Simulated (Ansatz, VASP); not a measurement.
# One calculation of AlN, two programs

File INCAR:

```
SYSTEM = AlN
PREC     = Accurate       ! precision mode
ENCUT    = 600            ! plane-wave cutoff, eV
EDIFF    = 1E-6           ! SCF threshold, eV
ISMEAR   = 0              ! smearing method
SIGMA    = 0.01           ! smearing width, eV
LREAL    = .False.        ! projectors in reciprocal space
LASPH    = .True.         ! aspherical terms in the spheres
NELM     = 120            ! most SCF steps
ALGO     = Normal         ! electronic algorithm
ISIF     = 2              ! what is computed and relaxed
LWAVE    = .False.        ! write WAVECAR
LCHARG   = .True.         ! write CHGCAR
GGA      = PS             ! functional
LELF     = .True.         ! ELF
LVHAR    = .True.       
NBANDS   = 11             ! bands
GGA_COMPAT= .False.
```

The input KPOINTS:

```
Automatic mesh
0
Gamma
  8 8 8
  0 0 0
```

File POSCAR:

```
AlN
1.0
    0.0000000000      2.1900000000      2.1900000000
    2.1900000000      0.0000000000      2.1900000000
    2.1900000000      2.1900000000      0.0000000000
Al N
1 1
Direct
    0.0000000000      0.0000000000      0.0000000000
    0.2500000000      0.2500000000      0.2500000000
```

Input for Ansatz:

```yaml
crystal:
  lattice:
    - [0.0, 2.19, 2.19]
    - [2.19, 0.0, 2.19]
    - [2.19, 2.19, 0.0]
  atoms:
    - { symbol: Al, position: [0.0, 0.0, 0.0] }
    - { symbol: "N", position: [0.25, 0.25, 0.25] }
basis:
  ecutwfc: 420
kpoints:
  mp_grid: { grid: [8, 8, 8] }
  band_path:
    path:
      - [0.0, 0.0, 0.0]
      - [0.0, 0.0, 0.0]
      - [0.0, 0.0, 0.0]
      - [0.0, 0.0, 0.0]
      - [0.0, 0.0, 0.0]
      - [0.0, 0.0, 0.0]
      - [0.0, 0.0, 0.0]
      - [0.0, 0.0, 0.0]
      - [0.0, 0.0, 0.0]
      - [0.0, 0.0, 0.0]
      - [0.0, 0.0, 0.0]
      - [0.0, 0.0, 0.0]
      - [0.0, 0.0, 0.0]
      - [0.0, 0.0, 0.0]
      - [0.0, 0.0, 0.0]
      - [0.0, 0.0, 0.0]
      - [0.0, 0.0, 0.0]
      - [0.0, 0.0, 0.0]
      - [0.0, 0.0, 0.0]
      - [0.0, 0.0, 0.0]
      - [0.0, 0.0, 0.0]
      - [0.0, 0.0, 0.0]
      - [0.0, 0.0, 0.0]
      - [0.0, 0.0, 0.0]
      - [0.0, 0.0, 0.0]
      - [0.0, 0.0, 0.0]
      - [0.3, 0.3, 0.0]
      - [0.3166666667, 0.3166666667, 0.0]
      - [0.3333333333, 0.3333333333, 0.0]
      - [0.35, 0.35, 0.0]
      - [0.3666666667, 0.3666666667, 0.0]
      - [0.3833333333, 0.3833333333, 0.0]
      - [0.4, 0.4, 0.0]
      - [0.4166666667, 0.4166666667, 0.0]
      - [0.4333333333, 0.4333333333, 0.0]
      - [0.45, 0.45, 0.0]
      - [0.4666666667, 0.4666666667, 0.0]
      - [0.4833333333, 0.4833333333, 0.0]
      - [0.5, 0.5, 0.0]
      - [0.5, 0.5, 0.5]
      - [0.5, 0.5, 0.5]
      - [0.5, 0.5, 0.5]
      - [0.5, 0.5, 0.5]
      - [0.5, 0.5, 0.5]
      - [0.5, 0.5, 0.5]
      - [0.5, 0.5, 0.5]
      - [0.5, 0.5, 0.5]
      - [0.5, 0.5, 0.5]
      - [0.5, 0.5, 0.5]
      - [0.5, 0.5, 0.5]
      - [0.5, 0.5, 0.5]
      - [0.5, 0.5, 0.5]
    npoints: 1
hamiltonian:
  xc: pbesol
  pseudopotentials: { kind: paw, azcp: { folder: soft_1 } }
scf:
  occupations: { method: fixed }
  n_extra_bands: 5
output:
  eigenvalues: true
```

Alike in both runs: task single point; functional PBEsol; k mesh 8 × 8 × 8; no spin polarisation.

```csv
,VASP,Ansatz
version,VASP 6.6.1,Ansatz 0.2.0
potentials or method,"VASP PAW PBE potentials, release 64 (Al, N), cutoff 600 eV","scalar-relativistic, plane waves, PAW"
occupations,"gaussian, width 0.01 eV",fixed
valence electrons in the cell,8,8
```

Ansatz gave:

| Item | Value |
| --- | --- |
| gap on the k mesh at the Fermi level (eV) | 3.19 |
| least direct gap on the mesh (eV) | 4.04 |

Q: Which values does VASP return?

A: gap on the k mesh at the Fermi level (eV): 3.18; least direct gap on the mesh (eV): 4.06.

VASP's potentials were made for PBE, not for PBEsol, and Ansatz warns of the same on its side.
